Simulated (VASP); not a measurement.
A run of VASP 6.6.1:

INCAR

```
ALGO = Normal ; EDIFF = 1E-6
ENCUT = 820 ; GGA = PS
GGA_COMPAT = False ; ISIF = 2
ISMEAR = 0 ; LASPH = True
LCHARG = True ; LELF = True
LREAL = False ; LVHAR = True
LWAVE = False ; NBANDS = 33
NELM = 120 ; PREC = Accurate
SIGMA = 0.1
```

KPOINTS

```
k-points
0
Gamma
  4 4 2
```

File POSCAR:

```
CuO
1.0
    1.9909680000     -2.1535500000      0.0000000000
    1.9909680000      2.1535500000      0.0000000000
    0.0000000000      0.0000000000      5.1559280000
Cu O
2 2
Direct
    0.0000000000      0.5000000000      0.0000000000
    0.5000000000      0.0000000000      0.5000000000
    0.5000000000      0.5000000000      0.2500000000
    0.5000000000      0.5000000000      0.7500000000
```

Potentials or basis: VASP PAW PBE potentials, release 64 (Cu_sv_GW, O).

Run with:

```console
$ cat potpaw_PBE.64/Cu_sv_GW/POTCAR potpaw_PBE.64/O/POTCAR > POTCAR
$ mpirun -np 1 vasp_std > vasp.out
```

Hardware: 1 thread of AMD EPYC 7R13 Processor (Zen 3), with other jobs on the host.

Task: How long does it take, and how much memory?

Result: Wall time 37 s on 1 thread of AMD EPYC 7R13 Processor (Zen 3) (shared host), peak memory 0.18 GiB. Counts: scf iterations 14, k points 14.
